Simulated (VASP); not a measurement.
**Al: single point with PBEsol**

Crystal: Al.

```
Al
1.0
     2.79358    0.00000    0.00000
    -1.39679    2.41931    0.00000
     0.00000    0.00000    4.83419
Al
2
Direct
  0.33333 0.66667 0.25000
  0.66667 0.33333 0.75000
```

This cell differs from its parent crystal: volume scaled by 0.98.

| Quantity | Value |
| --- | --- |
| Program | VASP 6.6.1 |
| Task | single point |
| Functional | PBEsol |
| Potentials or basis | VASP PAW PBE potentials, release 64 (Al) |
| Cutoff | 520 eV |
| k mesh | 11 × 11 × 6 |
| Occupations | fermi-dirac, width 0.05 eV |
| Spin | no spin polarisation |
| Dipole correction | no |
| Further INCAR settings | ALGO = Normal; EDIFF = 1e-07; NBANDS = 10 |

| Property | Result |
| --- | --- |
| Pressure | 0.3 GPa |
| Band gap on the k mesh | zero (band 3 reaches 11.54 eV, above the bottom of band 4 at 5.10 eV) |

Stress tensor (GPa, compression positive):
```
 2.02  0.00  0.00
 0.00  2.02  0.00
 0.00  0.00 -3.16
```

Levels at points of the mesh, in eV from the Fermi level:
```tsv
k point	band 1	band 2	band 3	band 4	band 5	band 6
(0.00, 0.00, 0.00)	-11.22	-5.12	-4.94	11.21	11.57	11.57
(0.00, 0.00, 0.50)	-9.65	-9.65	2.39	2.39	12.56	12.56
```

Wall time 7.8 s on 1 thread of Intel(R) Xeon(R) Platinum 8488C (Sapphire Rapids), with other jobs on the host, peak memory 0.15 GiB.

Caveat: the PAW data sets were made with another functional, which shifts forces and pressure a little.
